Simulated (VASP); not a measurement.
## Ti4N3O: single point with PBE

Crystal: Ti4N3O.

```
CELL_PARAMETERS angstrom
3.01115 0.00000 0.00000
0.00000 3.01115 0.00000
0.00000 0.00000 8.51990
ATOMIC_POSITIONS crystal
Ti 0.00000 0.00000 0.74006
Ti 0.50000 0.50000 0.00000
Ti 0.00000 0.00000 0.25994
Ti 0.50000 0.50000 0.50000
N 0.50000 0.50000 0.24834
N 0.00000 0.00000 0.50000
N 0.50000 0.50000 0.75166
O 0.00000 0.00000 0.00000
```

* Program: VASP 6.6.1
* Task: single point
* Functional: PBE
* Potentials or basis: VASP PAW PBE potentials, release 64 (Ti_sv, N, O)
* Cutoff: 520 eV
* k mesh: 12 × 12 × 6
* Occupations: gaussian, width 0.1 eV
* Spin: no spin polarisation
* Dipole correction: no
* Further INCAR settings: ALGO = Normal; EDIFF = 1e-06; NBANDS = 44

- Pressure: 0.5 GPa
- Largest force: 0.004 eV/Å
- Band gap on the k mesh: zero (an odd number of electrons rules out a gap without spin polarisation)

Forces on the atoms (eV/Å):
```
Ti   0.000  0.000  0.004
Ti   0.000  0.000  0.000
Ti   0.000  0.000 -0.004
Ti   0.000  0.000  0.000
N    0.000  0.000  0.002
N    0.000  0.000  0.000
N    0.000  0.000 -0.002
O    0.000  0.000  0.000
```

Levels at points of the mesh, in eV from the Fermi level:
```
           k point  band 31  band 32  band 33  band 34  band 35  band 36  band 37  band 38
(0.00, 0.00, 0.00)    -2.98    -2.57    -2.57    -2.21    -2.02    -0.71    -0.71    -0.68
(0.50, 0.00, 0.00)    -5.21    -5.10     0.59     0.71     0.81     1.04     1.53     1.58
(0.50, 0.50, 0.00)    -4.00    -3.34    -3.13    -3.13     0.65     0.65     0.67     0.67
(0.00, 0.00, 0.50)    -2.99    -2.99    -2.89    -2.89    -1.36    -0.95    -0.06    -0.06
(0.50, 0.00, 0.50)    -5.35    -5.23     0.69     0.94     0.99     1.03     1.04     1.07
(0.50, 0.50, 0.50)    -4.60    -4.43    -2.00    -2.00    -0.87    -0.87     1.71     1.71
```

It took 12 min on 1 thread of AMD EPYC 7R43 64-Core Processor (Zen 3) (shared host), peak memory 0.36 GiB.

Caveat: an odd number of electrons without spin polarisation forces a metal; a magnetic or distorted state may lie lower.
